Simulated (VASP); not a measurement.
Input of a VASP 6.6.1 run:

INCAR

```
ALGO     = Normal         # electronic algorithm
EDIFF    = 1E-8           # SCF threshold, eV
ENCUT    = 400            # plane-wave cutoff, eV
GGA_COMPAT= False        
ISIF     = 2              # what is computed and relaxed
ISMEAR   = -1             # smearing method
LASPH    = True           # aspherical terms in the spheres
LCHARG   = False          # write CHGCAR
LEFG     = True         
LREAL    = False          # projectors in reciprocal space
LWAVE    = False          # write WAVECAR
NBANDS   = 14             # bands
NELM     = 120            # most SCF steps
PREC     = Accurate       # precision mode
SIGMA    = 0.03           # smearing width, eV
```

KPOINTS

```
k-points
0
Gamma
  15 15 15
```

File POSCAR:

```
NbH2
1.0
   -0.0228150000      2.2700925000      2.2700925000
    2.2700925000     -0.0228150000      2.2700925000
    2.2700925000      2.2700925000     -0.0228150000
Nb H
1 2
Direct
    0.0000000000      0.0000000000      0.0000000000
    0.2500000000      0.2500000000      0.2500000000
    0.7500000000      0.7500000000      0.7500000000
```

Potentials or basis: VASP PAW LDA potentials, release 64 (Nb_sv, H).

Command:

```bash
$ cat potpaw_LDA.64/Nb_sv/POTCAR potpaw_LDA.64/H/POTCAR > POTCAR
$ mpirun -np 1 vasp_std > vasp.out
```

Task: Estimate the pressure.

Result: -9.0 GPa.

Task: Predict the largest force.

Result: 0.080 eV/Å.

Forces on the atoms (eV/Å):
```
Nb   0.000  0.000  0.000
H    0.046  0.046  0.046
H   -0.046 -0.046 -0.046
```

Caveat: the cell differs from its parent crystal (equal xy, yz and zx shear strains of -1 %); without QUAD_EFG the Cq values of the log hold for a quadrupole moment of 1 mb, not for the nuclei.
